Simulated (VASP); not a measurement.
Input of a VASP 6.6.1 run:

INCAR

```
SYSTEM = Cd
PREC     = Accurate       ! precision mode
ENCUT    = 520            ! plane-wave cutoff, eV
EDIFF    = 1E-6           ! SCF threshold, eV
ISMEAR   = 0              ! smearing method
SIGMA    = 0.1            ! smearing width, eV
LREAL    = .FALSE.        ! projectors in reciprocal space
LASPH    = .TRUE.         ! aspherical terms in the spheres
NELM     = 60             ! most SCF steps
ALGO     = Normal         ! electronic algorithm
ISIF     = 2              ! what is computed and relaxed
LWAVE    = .FALSE.        ! write WAVECAR
LCHARG   = .FALSE.        ! write CHGCAR
GGA      = PE             ! functional
NBANDS   = 19             ! bands
```

The input KPOINTS:

```
Automatic mesh
0
G
  8 8 4
  0 0 0
```

POSCAR

```
Cd
1.0
    3.1447877380      0.0000000000      0.0000000000
   -1.5723938690      2.7234660706      0.0000000000
    0.0000000000      0.0000000000      5.1939165274
Cd
2
Direct
    0.3333333333      0.6666666667      0.2500000000
    0.6666666667      0.3333333333      0.7500000000
```

Potentials or basis: VASP PAW PBE potentials, release 64 (Cd).

Launch:

```bash
$ cat potpaw_PBE.64/Cd/POTCAR > POTCAR
$ mpirun -np 1 vasp_std > vasp.out
```

(1) Predict the band gap on the k mesh.

(2) What does it give for the pressure?

Results:

(1) zero (band 12 reaches 4.14 eV, above the bottom of band 13 at 1.20 eV).

(2) 0.2 GPa.
